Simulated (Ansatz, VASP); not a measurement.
# SnPb3O4: VASP beside Ansatz

```xyz
8
Lattice="5.6568 0.0000 0.0000 0.0000 5.6568 0.0000 0.0000 0.0000 5.4549" Properties=species:S:1:pos:R:3 pbc="T T T"
Sn    2.8284    2.8284    1.0877
Pb    0.0000    0.0000    1.2284
Pb    0.0000    2.8284    4.2416
Pb    2.8284    0.0000    4.2416
O     4.2156    4.2156    0.0276
O     1.4412    1.4412    0.0276
O     4.2156    1.4412    0.0276
O     1.4412    4.2156    0.0276
```

Alike in both runs: functional PBE; k mesh 6 × 6 × 6; occupations gaussian, width 0.02 eV; no spin polarisation.

Ansatz relaxed the structure, and its values are those at the end. VASP's run is a single point on that final structure, the one shown.

|  | VASP | Ansatz |
| --- | --- | --- |
| version | VASP 6.6.1 | Ansatz 0.2.0 |
| potentials or method | VASP PAW PBE potentials, release 64 (Sn_d, Pb_d, O), cutoff 520 eV | scalar-relativistic, plane waves, PAW |
| valence electrons in the cell | 80 | 80 |

|  | VASP | Ansatz | Ansatz less VASP |
| --- | --- | --- | --- |
| gap on the k mesh at the Fermi level (eV) | 1.32 | 1.32 | -0.001 |
| least direct gap on the mesh (eV) | 1.32 | 1.32 | -0.001 |
| pressure (GPa) | 0.1 | 0.0 | -0.08 |
| rms of the force components (eV/Å) | 0.020 | 0.001 | -0.0194 |

With one functional, cell and mesh, what is left measures potentials, basis and numerics.

Spin-orbit coupling is off throughout.
